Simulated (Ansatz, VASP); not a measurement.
## Two plane-wave programs on Sr

```
Sr
1.0
     4.31000    0.00000    0.00000
    -2.15500    3.73257    0.00000
     0.00000    0.00000    6.48600
Sr
2
Direct
  0.33333 0.66667 0.25000
  0.66667 0.33333 0.75000
```

Change from the starting cell: strain +0.000 along x and y, -0.080 along z, atoms carried along.

Alike in both runs: task single point; functional r2SCAN; k mesh 12 × 12 × 8; occupations gaussian, width 0.15 eV; no spin polarisation.

```csv
,VASP,Ansatz
version,VASP 6.6.1,Ansatz 0.2.0
potentials or method,"VASP PAW PBE potentials, release 64 (Sr_sv), cutoff 520 eV","scalar-relativistic, plane waves, PAW"
valence electrons in the cell,20,20
```

|  | VASP | Ansatz | Ansatz less VASP |
| --- | --- | --- | --- |
| gap on the k mesh at the Fermi level (eV) | none | none | - |
| pressure (GPa) | 1.3 | 1.3 | -0.02 |
| traceless stress, the component that is largest in VASP (GPa) | 1.31 | 1.31 | -0.003 |

VASP's potentials were made for PBE, not for r2SCAN. A gap of «none» marks a metal or a gap that the smearing closes. The functional is the same, so the differences come from potentials, cutoffs and numerics.
